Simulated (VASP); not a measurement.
NaZrO2, 4 atoms in the cell. The structure is trigonal, space group P-3m1 (No. 164). The conventional cell has a = 3.138 Å, b = 3.138 Å, c = 5.973 Å, α = 90.00°, β = 90.00°, γ = 120.00°. Within 3.3 Å of Na (site symmetry -3m) lie 6 O at 2.48 Å and 2 Zr at 2.99 Å and 6 Na at 3.14 Å. Within 3.0 Å of Zr (site symmetry -3m) lie 6 O at 2.23 Å and 2 Na at 2.99 Å. O (site symmetry 3m) has 3 Zr at 2.23 Å and 3 Na at 2.48 Å within 2.9 Å. The cell was built from a structure type or drawn by symmetry, and may not be a known phase.

- Program: VASP 6.6.1
- Task: single point
- Functional: PBE
- Potentials or basis: VASP PAW PBE potentials, release 64 (Na_pv, Zr_sv, O)
- Cutoff: 520 eV
- k mesh: 6 × 6 × 4
- Occupations: gaussian, width 0.1 eV
- Spin: collinear spin
- Starting moments: [0.0, 1.0, 0.0, 0.0] μB
- Dipole correction: no
- Further INCAR settings: ALGO = Normal; EDIFF = 1e-06; NBANDS = 28

Potentials or basis: VASP PAW PBE potentials, release 64 (Na_pv, Zr_sv, O).

Run with:

```bash
$ cat potpaw_PBE.64/Na_pv/POTCAR potpaw_PBE.64/Zr_sv/POTCAR potpaw_PBE.64/O/POTCAR > POTCAR
$ mpirun -np 1 vasp_std > vasp.out
```

Hardware: 1 thread of Intel(R) Xeon(R) 6975P-C (Granite Rapids), with other jobs on the host.

Estimate the wall time of this run.

It took 25 s on 1 thread of Intel(R) Xeon(R) 6975P-C (Granite Rapids), with other jobs on the host, peak memory 0.21 GiB. Counts: scf iterations 15, k points 24.
